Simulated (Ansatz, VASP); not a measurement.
# One calculation of HfC4, two programs

```
Hf C
1.0
     4.31686    0.00000    0.00000
     0.00000    4.49314    0.00000
     0.00000    0.00000    5.04001
Hf C
2 8
Direct
  0.50000 0.00000 0.50000
  0.00000 0.00000 0.00000
  0.16632 0.50000 0.75214
  0.33051 0.50000 0.50000
  0.16632 0.50000 0.24786
  0.33229 0.50000 0.00000
  0.83368 0.50000 0.24786
  0.66771 0.50000 0.00000
  0.83368 0.50000 0.75214
  0.66949 0.50000 0.50000
```

Alike in both runs: functional PBE; k mesh 8 × 8 × 6; occupations gaussian, width 0.1 eV; no spin polarisation.

Ansatz relaxed the structure, and its values are those at the end. VASP's run is a single point on that final structure, the one shown.

```csv
,VASP,Ansatz
version,VASP 6.6.1,Ansatz 0.2.0
potentials or method,"VASP PAW PBE potentials, release 64 (Hf_pv, C), cutoff 520 eV","scalar-relativistic, plane waves, PAW"
valence electrons in the cell,52,84
```

Ansatz gave:

| Property | Result |
| --- | --- |
| gap on the k mesh at the Fermi level (eV) | none |
| pressure (GPa) | 0.0 |
| rms of the force components (eV/Å) | 0.000 |

Q: Estimate VASP's values.

A: gap on the k mesh at the Fermi level (eV): none; pressure (GPa): -0.3; rms of the force components (eV/Å): 0.003.

A gap of «none» marks a metal or a gap that the smearing closes. VASP's potentials hold 52 valence electrons a cell and Ansatz's 84, so a difference there can come from the potentials and not from the codes.

Neither program's run includes spin-orbit coupling.
